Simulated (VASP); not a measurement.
Set up this calculation in VASP 6.6.1, as the native input.

```
Task                   : single point
Functional             : PBE
Potentials or basis    : VASP PAW PBE potentials, release 64 (Al, N)
Cutoff                 : 520 eV
k mesh                 : 10 × 10 × 10
Occupations            : gaussian, width 0.05 eV
Spin                   : no spin polarisation
Dipole correction      : no
Further INCAR settings : ALGO = Normal; EDIFF = 1e-07; NBANDS = 11
```

The structure of AlN lies in POSCAR:

```
AlN
1.0
    0.2552739653      2.1698287047      2.1698287047
    2.1698287047      0.2552739653      2.1698287047
    2.1698287047      2.1698287047      0.2552739653
Al N
1 1
Direct
    0.5000000000      0.5000000000      0.5000000000
    0.0000000000      0.0000000000      0.0000000000
```

This cell differs from its parent crystal: ratio of the length along [111] to the lengths across it x 1.2, volume and fractional coordinates fixed.

One way to write it, as run:

INCAR

```
SYSTEM = AlN
PREC = Accurate
ENCUT = 520
EDIFF = 1E-7
ISMEAR = 0
SIGMA = 0.05
LREAL = .False.
LASPH = .True.
NELM = 80
ALGO = Normal
ISIF = 2
LWAVE = .False.
LCHARG = .True.
GGA = PE
LELF = .True.
LVHAR = .True.
NBANDS = 11
```

KPOINTS

```
Automatic mesh
0
Gamma
  10 10 10
  0 0 0
```

Potentials or basis: VASP PAW PBE potentials, release 64 (Al, N).

The run is started by

```bash
$ cat potpaw_PBE.64/Al/POTCAR potpaw_PBE.64/N/POTCAR > POTCAR
$ mpirun -np 1 vasp_std > vasp.out
```

It gave:

| Property | Result |
| --- | --- |
| Pressure | 3.4 GPa |
| Band gap on the k mesh | 1.82 eV, indirect (least direct gap 2.25 eV) |

Wall time 14 s on 1 thread of Intel(R) Xeon(R) Platinum 8259CL CPU @ 2.50GHz (Skylake/Cascade Lake) (shared host), peak memory 0.14 GiB.
